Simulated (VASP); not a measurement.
# SnSe (P4/nmm) in VASP: a series of runs, part 2 of 2

VASP 6.6.1. The steps go on from the part before.

### 3 Single point, PBE+D3(BJ) (24.21 Å³/atom)

This run uses another cell than the first one, of 24.21 Å³/atom.

INCAR

```
PREC     = Accurate       # precision mode
ENCUT    = 520            # plane-wave cutoff, eV
EDIFF    = 1E-6           # SCF threshold, eV
ISMEAR   = 0              # smearing method
SIGMA    = 0.02           # smearing width, eV
LREAL    = False          # projectors in reciprocal space
LASPH    = True           # aspherical terms in the spheres
NELM     = 60             # most SCF steps
ALGO     = Normal         # electronic algorithm
ISIF     = 2              # what is computed and relaxed
LWAVE    = False          # write WAVECAR
LCHARG   = False          # write CHGCAR
GGA      = PE             # functional
IVDW     = 12             # dispersion correction
NBANDS   = 28             # bands
```

KPOINTS

```
Automatic mesh
0
Gamma
  6 6 6
```

POSCAR

```
SnSe
1.0
    4.0913484594      0.0000000000      0.0000000000
    0.0000000000      4.0913484594      0.0000000000
    0.0000000000      0.0000000000      5.7863043297
Sn Se
2 2
Direct
    0.5000000000      0.0000000000      0.2500887140
    0.0000000000      0.5000000000      0.7499112860
    0.5000000000      0.0000000000      0.7499351865
    0.0000000000      0.5000000000      0.2500648135
```

Potentials or basis: VASP PAW PBE potentials, release 64 (Sn_d, Se).

Run with:

```console
$ cat potpaw_PBE.64/Sn_d/POTCAR potpaw_PBE.64/Se/POTCAR > POTCAR
$ mpirun -np 1 vasp_std > vasp.out
```

OUTCAR:

```text
PREC = Accurate
   ENCUT = 520
   EDIFF = 1E-6
   ISMEAR = 0
   LREAL = False
   LASPH = True
   NELM = 60
   ISIF = 2
   GGA = PE
   IVDW = 12
 IVDW          = 12

 ion  position               nearest neighbor table
   1  0.500  0.000  0.250-   3 2.89   4 2.89   4 2.89   4 2.89   4 2.89   3 2.89
   2  0.000  0.500  0.750-   4 2.89   3 2.89   3 2.89   3 2.89   3 2.89   4 2.89
   3  0.500  0.000  0.750-   1 2.89   2 2.89   2 2.89   2 2.89   2 2.89   1 2.89
   4  0.000  0.500  0.250-   2 2.89   1 2.89   1 2.89   1 2.89   1 2.89   2 2.89

  LATTYP: Found a simple tetragonal cell.
 ALAT       =     4.0913484594
 C/A-ratio  =     1.4142780521

  Lattice vectors:

 A1 = (   4.0913484594,   0.0000000000,   0.0000000000)
 A2 = (   0.0000000000,   4.0913484594,   0.0000000000)
 A3 = (   0.0000000000,   0.0000000000,   5.7863043297)

Analysis of symmetry for initial positions (statically):
=====================================================================
 Subroutine PRICEL returns:
 Original cell was already a primitive cell.

 Routine SETGRP: Setting up the symmetry group for a
 simple tetragonal supercell.

 Subroutine GETGRP returns: Found 16 space group operations
 (whereof  8 operations were pure point group operations)
 out of a pool of 16 trial point group operations.

The static configuration has the point symmetry D_2d.
 The point group associated with its full space group is D_4h.

Analysis of symmetry for dynamics (positions and initial velocities):
=====================================================================
 Subroutine PRICEL returns:
 Original cell was already a primitive cell.

 Routine SETGRP: Setting up the symmetry group for a
 simple tetragonal supercell.

 Subroutine GETGRP returns: Found 16 space group operations
 (whereof  8 operations were pure point group operations)
 out of a pool of 16 trial point group operations.

The dynamic configuration has the point symmetry D_2d.
 The point group associated with its full space group is D_4h.

 Subroutine INISYM returns: Found 16 space group operations
 (whereof  8 operations are pure point group operations),
 and found     1 'primitive' translations

----------------------------------------------------------------------------------------

                                     Primitive cell

  volume of cell :      96.8577

  direct lattice vectors                    reciprocal lattice vectors
     4.091348459  0.000000000  0.000000000     0.244418194  0.000000000  0.000000000
     0.000000000  4.091348459  0.000000000     0.000000000  0.244418194  0.000000000
     0.000000000  0.000000000  5.786304330     0.000000000  0.000000000  0.172821881

  length of vectors
     4.091348459  4.091348459  5.786304330     0.244418194  0.244418194  0.172821881

  position of ions in fractional coordinates (direct lattice)
     0.500000000  0.000000000  0.250088714
     0.000000000  0.500000000  0.749911286
     0.500000000  0.000000000  0.749935186
     0.000000000  0.500000000  0.250064814

  ion indices of the primitive-cell ions
   primitive index   ion index
                 1           1
                 2           2
                 3           3
                 4           4

[... 24 lines left out ...]
 Found     40 irreducible k-points:

 Following reciprocal coordinates:
            Coordinates               Weight
  0.000000  0.000000  0.000000      1.000000
  0.166667  0.000000  0.000000      4.000000
  0.333333  0.000000  0.000000      4.000000
  0.500000  0.000000  0.000000      2.000000
  0.166667  0.166667  0.000000      4.000000
  0.333333  0.166667  0.000000      8.000000
[... 16 lines left out ...]
  0.333333  0.000000  0.333333      8.000000
  0.500000  0.000000  0.333333      4.000000
 [... further k-points ...]
   k-points           NKPTS =     40   k-points in BZ     NKDIM =     40   number of bands    NBANDS=     28
   number of dos      NEDOS =    301   number of ions     NIONS =      4
   total plane-waves  NPLWV =  43200
   dimension x,y,z NGX =    30 NGY =   30 NGZ =   48
   dimension x,y,z NGXF=    60 NGYF=   60 NGZF=   96
   ions per type =               2   2
   NGX,Y,Z   is equivalent  to a cutoff of  12.19, 12.19, 13.79 a.u.
   NGXF,Y,Z  is equivalent  to a cutoff of  24.38, 24.38, 27.58 a.u.
 SYSTEM =  unknown system
   PREC   = accura    normal or accurate (medium, high low for compatibility)
   ISTART =      0    job   : 0-new  1-cont  2-samecut
   ICHARG =      2    charge: 1-file 2-atom 10-const
   ISPIN  =      1    spin polarized calculation?
   LNONCOLLINEAR =      F non collinear calculations
   LSORBIT =      F    spin-orbit coupling
   LASPH  =      T    aspherical Exc in radial PAW
   ENCUT  =  520.0 eV  38.22 Ry    6.18 a.u.   7.61  7.61 10.76*2*pi/ulx,y,z
   NELM   =     60;   NELMIN=  2; NELMDL= -5     # of ELM steps
   EDIFF  = 0.1E-05   stopping-criterion for ELM
   LREAL  =      F    real-space projection
   EDIFFG = 0.1E-04   stopping-criterion for IOM
   NSW    =      0    number of steps for IOM
   IBRION =     -1    ionic relax: 0-MD 1-quasi-New 2-CG
   NFREE  =      0    steps in history (QN), initial steepest desc. (CG)
   ISIF   =      2    stress and relaxation
   ISYM   =      2    0-nonsym 1-usesym 2-fastsym
   POTIM  = 0.5000    time-step for ionic-motion
   TEBEG  =    0.0;   TEEND  =   0.0 temperature during run
   PSTRESS=    0.0 pullay stress
   NELECT =      40.0000    total number of electrons
   NUPDOWN=      -1.0000    fix difference up-down
   EMIN   =  10.00;   EMAX   =-10.00  energy-range for DOS
   EFERMI =   0.00;   METHOD = LEGACY
   ISMEAR =     0;   SIGMA  =   0.02  broadening in eV -4-tet -1-fermi 0-gaus
   EFERMI_NEDOS =   21; number of points for ismear=-14 and -15
   IALGO  =     38    algorithm
   IMIX   =      4    mixing-type and parameters
     AMIX     =   0.40;   BMIX     =  1.00
     AMIX_MAG =   1.60;   BMIX_MAG =  1.00
  volume/ion in A,a.u.               =      24.21       163.41
  Fermi-wavevector in a.u.,A,eV,Ry     =   1.219130  2.303822 20.222046  1.486278
  Thomas-Fermi vector in A             =   2.354393
   LORBIT       =      0    0 simple, 1 ext, 2 COOP (PROOUT), +10 PAW based schemes
   GGA     = PE    functional components
   LHFCALC =     F    Hartree Fock is set to
   AEXX    =    0.0000 exact exchange contribution
   IVDW    =    12    specifies the selected vdW correction
   LEPSILON=     F    determine dielectric tensor
   LRPA    =     F    only Hartree local field effects (RPA)
 non-spin polarized calculation
 Gauss-broadening in eV      SIGMA  =   0.02
  energy-cutoff  :      520.00
  volume of cell :       96.86
 maximum number of plane-waves:      2632
   NGX = 15   NGY = 15   NGZ = 21

 number of electron      40.0000003 magnetization

 Free energy of the ion-electron system (eV)
  ---------------------------------------------------
  ext. energy  EPLUGINS =         0.00000000
  ---------------------------------------------------
  free energy    TOTEN  =       -16.09371121 eV

  energy without entropy =      -16.09371121  energy(sigma->0) =      -16.09371121

 E-fermi :   7.2332     XC(G=0): -10.1534

 val. band max:        7.0850012543   @ k =   0.5000   0.0000   0.3333
 cond. band min:       7.3649200191   @ k =   0.5000   0.0000   0.3333
 fundamental gap:      0.2799187648
 Fermi energy:         7.2332291021

 k-point     1 :       0.0000    0.0000    0.0000
  band No.  band energies     occupation
      1     -14.6811      2.00000
      2     -14.6301      2.00000
      3     -14.6268      2.00000
      4     -14.6230      2.00000
      5     -14.6222      2.00000
      6     -14.6222      2.00000
[... 733 lines left out ...]
     27      14.9044      0.00000
     28      14.9044      0.00000

 [... further k-points ...]

------------------------ aborting loop because EDIFF is reached ----------------------------------------

 Edisp (eV)   -1.59639

 E8    (eV) :    -0.7187

  FORCE on cell =-STRESS in cart. coord.  units (eV):
  Direction    XX          YY          ZZ          XY          YZ          ZX
  --------------------------------------------------------------------------------------
  -------------------------------------------------------------------------------------
  Total       3.73387     3.73387     3.71399     0.00000     0.00000     0.00000
  in kB      61.76402    61.76402    61.43518     0.00000     0.00000     0.00000
  external pressure =       61.65 kB  Pullay stress =        0.00 kB

 VOLUME and BASIS-vectors are now :
 -----------------------------------------------------------------------------
  energy-cutoff  :      520.00
  volume of cell :       96.86
      direct lattice vectors                 reciprocal lattice vectors
     4.091348459  0.000000000  0.000000000     0.244418194  0.000000000  0.000000000
     0.000000000  4.091348459  0.000000000     0.000000000  0.244418194  0.000000000
     0.000000000  0.000000000  5.786304330     0.000000000  0.000000000  0.172821881

 POSITION                                       TOTAL-FORCE (eV/Angst)
 -----------------------------------------------------------------------------------
      2.04567      0.00000      1.44709        -0.000000      0.000000     -0.002107
      0.00000      2.04567      4.33921         0.000000      0.000000      0.002107
      2.04567      0.00000      4.33935         0.000000     -0.000000      0.001735
      0.00000      2.04567      1.44695         0.000000      0.000000     -0.001735
 -----------------------------------------------------------------------------------
    total drift:                                0.000000      0.000000     -0.000000

  FREE ENERGIE OF THE ION-ELECTRON SYSTEM (eV)
  ---------------------------------------------------
  free  energy   TOTEN  =       -17.6901022904 eV

  energy  without entropy=      -17.6901022904  energy(sigma->0) =      -17.69010229
```

Wall time 51 s (1 thread of AMD EPYC 9R45 (Zen 5), shared host); peak memory 0.22 GiB.

Results:

| Item | Value |
| --- | --- |
| Free energy | -17.6901 eV |
| Pressure | 6.2 GPa |
| Band gap on the k mesh | 0.28 eV |
| Dispersion energy per atom | -0.399 eV |

Forces on the atoms (eV/Å):
```
Sn   0.000  0.000 -0.002
Sn   0.000  0.000  0.002
Se   0.000  0.000  0.002
Se   0.000  0.000 -0.002
```

Caveat: the cell stands under pressure; semilocal functionals underestimate gaps, and a narrow one can read as zero; spin-orbit coupling is left out, which moves the levels of the heavy elements. A k mesh can miss the band edges.
